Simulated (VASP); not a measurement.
Here is a VASP 6.6.1 calculation.

File INCAR:

```
SYSTEM = BaTiO3
PREC     = Accurate       ! precision mode
ENCUT    = 600            ! plane-wave cutoff, eV
EDIFF    = 1E-6           ! SCF threshold, eV
ISMEAR   = 0              ! smearing method
SIGMA    = 0.01           ! smearing width, eV
LREAL    = .False.        ! projectors in reciprocal space
LASPH    = .True.         ! aspherical terms in the spheres
NELM     = 60             ! most SCF steps
ALGO     = Normal         ! electronic algorithm
ISIF     = 3              ! what is computed and relaxed
LWAVE    = .False.        ! write WAVECAR
LCHARG   = .False.        ! write CHGCAR
GGA      = PS             ! functional
IBRION   = 2              ! ionic algorithm
NSW      = 60             ! ionic steps
EDIFFG   = -0.01          ! ionic threshold
PSTRESS  = 50.0
```

File KPOINTS:

```
Automatic mesh
0
Gamma
  4 4 4
  0 0 0
```

POSCAR

```
BaTiO3
1.0
    3.9855000000      0.0000000000      0.0000000000
    0.0000000000      4.0178200000      0.0000000000
    0.0000000000      0.0116672460      4.0178030599
Ba Ti O
1 1 3
Direct
    0.0000000000      0.0000000000      0.0000000000
    0.5000000000      0.5124000000      0.5124000000
    0.0000000000      0.4874000000      0.4874000000
    0.5000000000      0.5052400000      0.9918400000
    0.5000000000      0.9918400000      0.5052400000
```

Potentials or basis: VASP PAW PBE potentials, release 64 (Ba_sv, Ti_sv, O).

Launch:

```bash
$ cat potpaw_PBE.64/Ba_sv/POTCAR potpaw_PBE.64/Ti_sv/POTCAR potpaw_PBE.64/O/POTCAR > POTCAR
$ mpirun -np 1 vasp_std > vasp.out
```

Problem. Estimate the band gap on the k mesh.

Solution. 2.01 eV (least direct gap 2.27 eV).

Problem. Estimate the relaxed cell.

Solution. a = 3.934 Å, b = 3.971 Å, c = 3.971 Å, α = 89.88°, β = 90.00°, γ = 90.00°.

The path:
```
step  energy change (eV)  largest force (eV/Å)  pressure (GPa)  volume (Å³)
   1              0.0000                0.3071           -2.24        64.34
   2              0.1899                0.4396           15.57        59.07
   3              0.0150                0.2252            5.15        61.84
   4              0.0166                0.2257            5.25        61.79
   5              0.0107                0.1635            5.28        61.81
   6              0.0041                0.0774            5.27        61.83
   7             -0.0056                0.0453            4.72        62.09
   8             -0.0050                0.0478            4.73        62.07
   9              0.0014                0.0339            5.55        61.87
  10             -0.0025                0.0207            5.10        61.98
  11             -0.0040                0.0117            5.02        62.03
  12             -0.0044                0.0136            5.00        62.04
  13             -0.0045                0.0142            4.99        62.05
  14             -0.0045                0.0140            4.97        62.04
  15             -0.0040                0.0099            5.02        62.03
```

Caveat: the cell is relaxed towards a set pressure, so the run minimises the enthalpy, not the energy; the PAW data sets were made with another functional, which shifts forces and pressure a little; spin-orbit coupling is left out, which moves the levels of the heavy elements. A k mesh can miss the band edges.
